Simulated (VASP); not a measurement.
Mg: relaxation of cell and atoms with PBEsol

Crystal: Mg.

```
CELL_PARAMETERS angstrom
0.00000 2.26497 2.26497
2.26497 0.00000 2.26497
2.26497 2.26497 0.00000
ATOMIC_POSITIONS crystal
Mg 0.00000 0.00000 0.00000
```

This isn't the form of Mg at room conditions, which is hcp.

```json
{
 "Program": "VASP 6.6.1",
 "Task": "relaxation of cell and atoms",
 "Functional": "PBEsol",
 "Potentials or basis": "VASP PAW PBE potentials, release 64 (Mg)",
 "Cutoff": "600 eV",
 "k mesh": "15 × 15 × 15",
 "Occupations": "fermi-dirac, width 0.05 eV",
 "Spin": "no spin polarisation",
 "Target pressure": "-0.86 GPa",
 "Dipole correction": "no",
 "Further INCAR settings": "ALGO = Normal; EDIFF = 1e-06; IBRION = 2; EDIFFG = -0.005; NSW = 60; ISIF = 3"
}
```

```
Relaxed volume                                             : 23.21 Å³/atom
Relaxed cell                                               : a = 3.202 Å, b = 3.202 Å, c = 3.202 Å, α = 60.00°, β = 60.00°, γ = 60.00°
Space group after relaxing (to 0.1 Å)                      : Fm-3m (No. 225)
Energy change on relaxing (the run minimises the enthalpy) : -0.1 meV/atom
Ionic steps                                                : 2
Pressure after relaxing                                    : -0.9 GPa
Band gap on the k mesh                                     : zero (bands 1 and 2 overlap by 2.22 eV)
```

Step by step:
| step | energy change (eV) | largest force (eV/Å) | pressure (GPa) | volume (Å³) |
| --- | --- | --- | --- | --- |
| 1 | 0.0000 | 0.0000 | -0.91 | 23.24 |
| 2 | -0.0001 | 0.0000 | -0.88 | 23.21 |

Final structure:
```
Mg
1.0
     0.00000    2.26413    2.26413
     2.26413    0.00000    2.26413
     2.26413    2.26413    0.00000
Mg
1
Direct
  0.00000 0.00000 0.00000
```

Levels at points of the mesh, in eV from the Fermi level:
```
           k point  band 1  band 2  band 3  band 4  band 5
(0.00, 0.00, 0.00)   -6.84   12.31   12.31   12.31   14.18
```

Run time: 14 s on 1 thread of Intel(R) Xeon(R) Platinum 8259CL CPU @ 2.50GHz (Skylake/Cascade Lake) (shared host), peak memory 0.17 GiB.

Caveat: the cell is relaxed towards a set pressure, so the run minimises the enthalpy, not the energy; the PAW data sets were made with another functional, which shifts forces and pressure a little.
